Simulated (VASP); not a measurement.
Here is a VASP 6.6.1 calculation.

INCAR

```
PREC = Accurate
ENCUT = 700
EDIFF = 1E-6
ISMEAR = -1
SIGMA = 0.05
LREAL = False
LASPH = True
NELM = 200
ALGO = Normal
ISIF = 2
LWAVE = False
LCHARG = False
LMAXMIX = 4
LDAU = True
LDAUTYPE = 2
LDAUL = 2 2 -1
LDAUU = 4 4 0
LDAUJ = 0 0 0
LDAUPRINT = 1
GGA = CA
NBANDS = 26
GGA_COMPAT = False
```

KPOINTS

```
Automatic mesh
0
Gamma
  10 10 10
```

File POSCAR:

```
TaWC2
1.0
    1.5718551461      0.9075109917      5.1016196719
   -1.5718551461      0.9075109917      5.1016196719
    0.0000000000     -1.8150219835      5.1016196719
W Ta C
1 1 2
Direct
    0.0000000000      0.0000000000      0.0000000000
    0.5000000000      0.5000000000      0.5000000000
    0.2509330000      0.2509330000      0.2509330000
    0.7490670000      0.7490670000      0.7490670000
```

Potentials or basis: VASP PAW LDA potentials, release 64 (W_sv, Ta_sv_GW, C).

Launch:

```bash
$ cat potpaw_LDA.64/W_sv/POTCAR potpaw_LDA.64/Ta_sv_GW/POTCAR potpaw_LDA.64/C/POTCAR > POTCAR
$ mpirun -np 1 vasp_std > vasp.out
```

Estimate the band gap on the k mesh.

zero (an odd number of electrons rules out a gap without spin polarisation).

Estimate the pressure.

-5.7 GPa.

Forces on the atoms (eV/Å):
```
W    0.000  0.000  0.000
Ta   0.000  0.000  0.000
C    0.000  0.000  0.068
C    0.000  0.000 -0.068
```

Caveat: the cell stands under tension; spin-orbit coupling is left out, which moves the levels of the heavy elements; an odd number of electrons without spin polarisation forces a metal; a magnetic or distorted state may lie lower; U without spin polarisation on a metal has little footing; the U is typed as a test and isn't derived for this compound.
